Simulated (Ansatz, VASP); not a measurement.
# Two plane-wave programs on Ge

Contents of INCAR:

```
PREC = Accurate
ENCUT = 520
EDIFF = 1E-7
ISMEAR = -1
SIGMA = 0.15
LREAL = F
LASPH = T
NELM = 60
ALGO = Normal
ISIF = 2
LWAVE = F
LCHARG = T
LELF = T
LVHAR = T
NBANDS = 13
```

File KPOINTS:

```
regular mesh
0
Gamma
  12 12 11
```

Contents of POSCAR:

```
Ge
1.0
    1.3971490000     -2.6005160000      0.0000000000
    1.3971490000      2.6005160000      0.0000000000
    0.0000000000      0.0000000000      2.6982310000
Ge
1
Direct
    0.5000000000      0.5000000000      0.0000000000
```

Input for Ansatz:

```yaml
crystal:
  lattice:
    - [1.397149, -2.600516, 0.0]
    - [1.397149, 2.600516, 0.0]
    - [0.0, 0.0, 2.698231]
  atoms:
    - { symbol: Ge, position: [0.5, 0.5, 0.0] }
basis:
  ecutwfc: 510.0
kpoints:
  mp_grid:
    grid: [12, 12, 11]
hamiltonian:
  xc: lda
  pseudopotentials:
    kind: paw
scf:
  occupations:
    method: fermi_dirac
    width: 0.15
output:
  stress: true
```

Alike in both runs: task single point; functional LDA; k mesh 12 × 12 × 11; occupations fermi-dirac, width 0.15 eV; no spin polarisation.

|  | VASP | Ansatz |
| --- | --- | --- |
| version | VASP 6.6.1 | Ansatz 0.2.0 |
| potentials or method | VASP PAW LDA potentials, release 64 (Ge_d), cutoff 520 eV | plane waves, PAW |
| valence electrons in the cell | 14 | 14 |

Ansatz gave:

| Quantity | Value |
| --- | --- |
| pressure (GPa) | -5.6 |
| traceless stress, the component that is largest in VASP (GPa) | -1.91 |

Which values does VASP return?

Pressure (GPa): -5.7; traceless stress, the component that is largest in VASP (GPa): -1.91.

LDA's correlation is that of Perdew and Zunger in VASP and of Perdew and Wang (1992) in Ansatz.
